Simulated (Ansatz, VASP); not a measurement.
Cr3Cd: VASP beside Ansatz

```xyz
4
Lattice="3.8640 0.0000 0.0000 0.0000 3.8640 0.0000 0.0000 0.0000 3.8640" Properties=species:S:1:pos:R:3 pbc="T T T"
Cr    0.0000    1.9320    1.9320
Cr    1.9320    0.0000    1.9320
Cr    1.9320    1.9320    0.0000
Cd    0.0000    0.0000    0.0000
```

Alike in both runs: task relaxation of cell and atoms; functional PBE; k mesh 4 × 4 × 4; occupations gaussian, width 0.1 eV; no spin polarisation.

|  | VASP | Ansatz |
| --- | --- | --- |
| version | VASP 6.6.1 | Ansatz 0.2.0 |
| potentials or method | VASP PAW PBE potentials, release 64 (Cr_pv, Cd), cutoff 600 eV | scalar-relativistic, plane waves, PAW |
| valence electrons in the cell | 48 | 62 |

|  | VASP | Ansatz | Ansatz less VASP |
| --- | --- | --- | --- |
| gap on the k mesh at the Fermi level, each at its own relaxed structure (eV) | none | none | - |
| relaxed volume (Å³/atom) | 13.60 | 13.56 | -0.040 |
| relaxed length of the cell vector where the two differ most in proportion (Å) | 3.789 | 3.785 | -0.0037 |

A gap of «none» marks a metal or a gap that the smearing closes. VASP's potentials hold 48 valence electrons a cell and Ansatz's 62, so a difference there can come from the potentials and not from the codes.

The k mesh is coarse, so the values compare programs but aren't converged.
